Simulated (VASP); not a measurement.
# Al3As2 (R-3m) in VASP: relaxation of cell and atoms with PBE

Aim: the relaxation of cell and atoms of Al3As2 with PBE.

Everything below comes from runs of VASP 6.6.1. Logs are shortened: lines on timing, memory, paths and dates and some standing lists are left out, and cuts for length are marked.

## (1) The cell of the first run

It takes space group R-3m (No. 166, trigonal). Conventional cell: a = 3.777 Å, b = 3.777 Å, c = 23.462 Å, α = 90.00°, β = 90.00°, γ = 120.00°. Al (site symmetry -3m) has 6 As at 2.67 Å within 3.5 Å. Al (site symmetry 3m) has 3 As at 2.59 Å and 3 Al at 2.92 Å within 3.4 Å. As (site symmetry 3m) has 6 Al at 2.59 to 2.67 Å within 3.4 Å.

## (2) Relaxation of cell and atoms, PBE

File INCAR:

```
PREC = Accurate ; ENCUT = 500
EDIFF = 1E-7 ; ISMEAR = 0
SIGMA = 0.1 ; LREAL = False
LASPH = True ; NELM = 120
ALGO = Normal ; ISIF = 3
LWAVE = False ; LCHARG = False
GGA = PE ; IBRION = 2
NSW = 100 ; EDIFFG = -0.01
GGA_COMPAT = False ; NELMIN = 4
```

File KPOINTS:

```
regular mesh
0
Gamma
  12 12 12
```

File POSCAR:

```
Al3As2
1.0
    1.8886689118      1.0904235046      7.8207227729
   -1.8886689118      1.0904235046      7.8207227729
    0.0000000000     -2.1808470093      7.8207227729
Al As
3 2
Direct
    0.0000000000      0.0000000000      0.0000000000
    0.2079794715      0.2079794715      0.2079794715
    0.7920205285      0.7920205285      0.7920205285
    0.3987753062      0.3987753062      0.3987753062
    0.6012246938      0.6012246938      0.6012246938
```

Potentials or basis: VASP PAW PBE potentials, release 64 (Al, As).

On the command line:

```console
$ cat potpaw_PBE.64/Al/POTCAR potpaw_PBE.64/As/POTCAR > POTCAR
$ mpirun -np 1 vasp_std > vasp.out
```

OUTCAR:

```text
PREC = Accurate
   ENCUT = 500
   EDIFF = 1E-7
   ISMEAR = 0
   LREAL = False
   LASPH = True
   NELM = 120
   ISIF = 3
   GGA = PE
   IBRION = 2
   NSW = 100
   EDIFFG = -0.01
   NELMIN = 4

 ion  position               nearest neighbor table
   1  0.000  0.000  0.000-   5 2.67   4 2.67   5 2.67   5 2.67   4 2.67   4 2.67
   2  0.208  0.208  0.208-   5 2.59   5 2.59   5 2.59   3 2.92   3 2.92   3 2.92
   3  0.792  0.792  0.792-   4 2.59   4 2.59   4 2.59   2 2.92   2 2.92   2 2.92
   4  0.399  0.399  0.399-   3 2.59   3 2.59   3 2.59   1 2.67   1 2.67   1 2.67
   5  0.601  0.601  0.601-   2 2.59   2 2.59   2 2.59   1 2.67   1 2.67   1 2.67

  LATTYP: Found a trigonal (rhomboedric) cell.
 ALAT       =     8.1191008350
 COS(alpha) =     0.8917754500

  Lattice vectors:

 A1 = (   1.8886689118,   1.0904235046,   7.8207227729)
 A2 = (  -1.8886689118,   1.0904235046,   7.8207227729)
 A3 = (   0.0000000000,  -2.1808470093,   7.8207227729)

Analysis of symmetry for initial positions (statically):
=====================================================================
 Subroutine PRICEL returns:
 Original cell was already a primitive cell.

 Routine SETGRP: Setting up the symmetry group for a
 trigonal (rhombohedral) supercell.

 Subroutine GETGRP returns: Found 12 space group operations
 (whereof 12 operations were pure point group operations)
 out of a pool of 12 trial point group operations.

The static configuration has the point symmetry D_3d.

Analysis of symmetry for dynamics (positions and initial velocities):
=====================================================================
 Subroutine PRICEL returns:
 Original cell was already a primitive cell.

 Routine SETGRP: Setting up the symmetry group for a
 trigonal (rhombohedral) supercell.

 Subroutine GETGRP returns: Found 12 space group operations
 (whereof 12 operations were pure point group operations)
 out of a pool of 12 trial point group operations.

The dynamic configuration has the point symmetry D_3d.

 Subroutine INISYM returns: Found 12 space group operations
 (whereof 12 operations are pure point group operations),
 and found     1 'primitive' translations

----------------------------------------------------------------------------------------

                                     Primitive cell

  volume of cell :      96.6383

  direct lattice vectors                    reciprocal lattice vectors
     1.888668912  1.090423505  7.820722773     0.264736713  0.152845813  0.042621807
    -1.888668912  1.090423505  7.820722773    -0.264736713  0.152845813  0.042621807
     0.000000000 -2.180847009  7.820722773     0.000000000 -0.305691625  0.042621807

  length of vectors
     8.119100835  8.119100835  8.119100835     0.308648648  0.308648648  0.308648648

  position of ions in fractional coordinates (direct lattice)
     0.000000000  0.000000000  0.000000000
     0.207979472  0.207979472  0.207979472
     0.792020528  0.792020528  0.792020528
     0.398775306  0.398775306  0.398775306
     0.601224694  0.601224694  0.601224694

  ion indices of the primitive-cell ions
   primitive index   ion index
                 1           1
                 2           2
                 3           3
                 4           4
                 5           5

----------------------------------------------------------------------------------------

 KPOINTS: regular mesh

Automatic generation of k-mesh.
 Grid dimensions read from file:
 generate k-points for:   12   12   12

 Generating k-lattice:

  Cartesian coordinates                     Fractional coordinates (reciprocal lattice)
     0.022061393  0.012737151  0.003551817     0.083333333  0.000000000  0.000000000
    -0.022061393  0.012737151  0.003551817     0.000000000  0.083333333  0.000000000
     0.000000000 -0.025474302  0.003551817     0.000000000  0.000000000  0.083333333

  Length of vectors
     0.025720721  0.025720721  0.025720721

  Shift w.r.t. Gamma in fractional coordinates (k-lattice)
     0.000000000  0.000000000  0.000000000

 Subroutine IBZKPT returns following result:
 ===========================================

 Found    189 irreducible k-points:

 Following reciprocal coordinates:
            Coordinates               Weight
  0.000000  0.000000  0.000000      1.000000
  0.083333 -0.000000  0.000000      6.000000
  0.166667 -0.000000  0.000000      6.000000
  0.250000 -0.000000  0.000000      6.000000
  0.333333 -0.000000 -0.000000      6.000000
  0.416667  0.000000  0.000000      6.000000
[... 16 lines left out ...]
  0.500000  0.166667 -0.000000     12.000000
 -0.416667  0.166667  0.000000     12.000000
 [... further k-points ...]
   k-points           NKPTS =    189   k-points in BZ     NKDIM =    189   number of bands    NBANDS=     13
   number of dos      NEDOS =    301   number of ions     NIONS =      5
   total plane-waves  NPLWV = 216000
   dimension x,y,z NGX =    60 NGY =   60 NGZ =   60
   dimension x,y,z NGXF=   120 NGYF=  120 NGZF=  120
   ions per type =               3   2
   NGX,Y,Z   is equivalent  to a cutoff of  12.29, 12.29, 12.29 a.u.
   NGXF,Y,Z  is equivalent  to a cutoff of  24.57, 24.57, 24.57 a.u.
 SYSTEM =  unknown system
   PREC   = accura    normal or accurate (medium, high low for compatibility)
   ISTART =      0    job   : 0-new  1-cont  2-samecut
   ICHARG =      2    charge: 1-file 2-atom 10-const
   ISPIN  =      1    spin polarized calculation?
   LNONCOLLINEAR =      F non collinear calculations
   LSORBIT =      F    spin-orbit coupling
   LASPH  =      T    aspherical Exc in radial PAW
   ENCUT  =  500.0 eV  36.75 Ry    6.06 a.u.  14.80 14.80 14.80*2*pi/ulx,y,z
   NELM   =    120;   NELMIN=  4; NELMDL= -5     # of ELM steps
   EDIFF  = 0.1E-06   stopping-criterion for ELM
   LREAL  =      F    real-space projection
   EDIFFG = -.1E-01   stopping-criterion for IOM
   NSW    =    100    number of steps for IOM
   IBRION =      2    ionic relax: 0-MD 1-quasi-New 2-CG
   NFREE  =      1    steps in history (QN), initial steepest desc. (CG)
   ISIF   =      3    stress and relaxation
   ISYM   =      2    0-nonsym 1-usesym 2-fastsym
   POTIM  = 0.5000    time-step for ionic-motion
   TEBEG  =    0.0;   TEEND  =   0.0 temperature during run
   PSTRESS=    0.0 pullay stress
   NELECT =      19.0000    total number of electrons
   NUPDOWN=      -1.0000    fix difference up-down
   EMIN   =  10.00;   EMAX   =-10.00  energy-range for DOS
   EFERMI =   0.00;   METHOD = LEGACY
   ISMEAR =     0;   SIGMA  =   0.10  broadening in eV -4-tet -1-fermi 0-gaus
   EFERMI_NEDOS =   21; number of points for ismear=-14 and -15
   IALGO  =     38    algorithm
   IMIX   =      4    mixing-type and parameters
     AMIX     =   0.40;   BMIX     =  1.00
     AMIX_MAG =   1.60;   BMIX_MAG =  1.00
  volume/ion in A,a.u.               =      19.33       130.43
  Fermi-wavevector in a.u.,A,eV,Ry     =   0.951940  1.798906 12.329464  0.906190
  Thomas-Fermi vector in A             =   2.080457
   LORBIT       =      0    0 simple, 1 ext, 2 COOP (PROOUT), +10 PAW based schemes
   GGA     = PE    functional components
   LHFCALC =     F    Hartree Fock is set to
   AEXX    =    0.0000 exact exchange contribution
   IVDW    =     0    specifies the selected vdW correction
   LEPSILON=     F    determine dielectric tensor
   LRPA    =     F    only Hartree local field effects (RPA)
 conjugate gradient relaxation of ions
 non-spin polarized calculation
 Gauss-broadening in eV      SIGMA  =   0.10
  energy-cutoff  :      500.00
  volume of cell :       96.64
 maximum number of plane-waves:      2471
   NGX = 29   NGY = 29   NGZ = 29

--------------------------------------- Ionic step        1  -------------------------------------------

 number of electron      19.0000001 magnetization

 Free energy of the ion-electron system (eV)
  ---------------------------------------------------
  ext. energy  EPLUGINS =         0.00000000
  ---------------------------------------------------
  free energy    TOTEN  =       -21.17692571 eV

  energy without entropy =      -21.16932965  energy(sigma->0) =      -21.17312768

------------------------ aborting loop because EDIFF is reached ----------------------------------------

  FORCE on cell =-STRESS in cart. coord.  units (eV):
  Direction    XX          YY          ZZ          XY          YZ          ZX
  --------------------------------------------------------------------------------------
  -------------------------------------------------------------------------------------
  Total       -0.0560283     -0.0560283      0.2990145      0.0000000     -0.0000000      0.0000000
  in kB       -0.9289001     -0.9289001      4.9573968      0.0000000     -0.0000000      0.0000000
  external PRESSURE =       1.0331989 kB  Pullay stress =       0.0000000 kB
[... 102 lines left out ...]
  energy  without entropy=      -21.1705448332  energy(sigma->0) =      -21.17432567

--------------------------------------- Ionic step        4  -------------------------------------------

 number of electron      19.0000001 magnetization

 Free energy of the ion-electron system (eV)
  ---------------------------------------------------
  ext. energy  EPLUGINS =         0.00000000
  ---------------------------------------------------
  free energy    TOTEN  =       -21.17828032 eV

  energy without entropy =      -21.17072142  energy(sigma->0) =      -21.17450087

 E-fermi :   6.0780     XC(G=0):  -9.9065

 val. band max:        6.0758777432   @ k =  -0.4167   0.1667   0.1667
 cond. band min:       6.0821866063   @ k =  -0.1667  -0.3333   0.0833
 fundamental gap:      0.0063088631
 Fermi energy:         6.0779562252

 k-point     1 :       0.0000    0.0000    0.0000
  band No.  band energies     occupation
      1      -6.9087      2.00000
      2      -5.7195      2.00000
      3      -1.7761      2.00000
      4       3.1745      2.00000
      5       3.2270      2.00000
      6       5.6197      2.00000
      7       5.6197      2.00000
      8       5.7430      2.00000
      9       5.7430      2.00000
     10       8.7158      0.00000
     11       8.9361      0.00000
     12       9.4452      0.00000
     13       9.4452      0.00000
[... 353 lines left out ...]
 k-point    24 :      -0.4167    0.1667    0.0000
  band No.  band energies     occupation
      1      -4.7867      2.00000
      2      -4.4455      2.00000
      3      -0.8086      2.00000
      4       0.4008      2.00000
      5       1.6438      2.00000
      6       1.7024      2.00000
      7       2.6219      2.00000
      8       2.7221      2.00000
      9       4.6016      2.00000
     10       6.2105      0.06084
     11       7.4887      0.00000
     12       7.6367      0.00000
     13       8.5856      0.00000

 [... further k-points ...]

------------------------ aborting loop because EDIFF is reached ----------------------------------------

  FORCE on cell =-STRESS in cart. coord.  units (eV):
  Direction    XX          YY          ZZ          XY          YZ          ZX
  --------------------------------------------------------------------------------------
  -------------------------------------------------------------------------------------
  Total        0.0283517      0.0283517     -0.0134501     -0.0000000      0.0000000      0.0000000
  in kB        0.4701118      0.4701118     -0.2230223     -0.0000000      0.0000000      0.0000000
  external PRESSURE =       0.2390671 kB  Pullay stress =       0.0000000 kB
[... 20 lines left out ...]
  FREE ENERGIE OF THE ION-ELECTRON SYSTEM (eV)
  ---------------------------------------------------
  free  energy   TOTEN  =       -21.1782803205 eV

  energy  without entropy=      -21.1707214175  energy(sigma->0) =      -21.17450087

 reached required accuracy - stopping structural energy minimisation
```

Run time: 53 min. Hardware: 1 thread of Oxide Virtual Turin-like, shared host; peak memory 0.6 GiB.

What came out:

| Item | Value |
| --- | --- |
| Free energy | -21.1783 eV |
| Relaxed volume | 19.32 Å³/atom |
| Relaxed cell | a = 8.153 Å, b = 8.153 Å, c = 8.153 Å, α = 26.72°, β = 26.72°, γ = 26.72° |
| Space group after relaxing (to 0.1 Å) | R-3m (No. 166) |
| Energy gained by relaxing | 0.3 meV/atom |
| Ionic steps | 4 |
| Pressure after relaxing | 0.0 GPa |
| Band gap on the k mesh | zero (an odd number of electrons rules out a gap without spin polarisation) |

Forces in eV/Å, atoms in the order of the input:
```
Al   0.000  0.000  0.000
Al   0.000  0.000 -0.003
Al   0.000  0.000  0.003
As   0.000  0.000  0.003
As   0.000  0.000 -0.003
```

Step by step:
```csv
step,energy change (eV),largest force (eV/Å),pressure (GPa),volume (Å³)
1,0.0000,0.0771,0.10,96.64
2,-0.0010,0.0351,-0.07,96.81
3,-0.0012,0.0090,-0.18,96.92
4,-0.0014,0.0027,0.02,96.62
```

Final structure:
```xyz
5
Lattice="1.8841 1.0878 7.8573 -1.8841 1.0878 7.8573 0.0000 -2.1756 7.8573" Properties=species:S:1:pos:R:3 pbc="T T T"
Al    0.0000    0.0000    0.0000
Al    0.0000    0.0000    4.8948
Al    0.0000    0.0000   18.6772
As    0.0000    0.0000    9.3990
As    0.0000    0.0000   14.1729
```
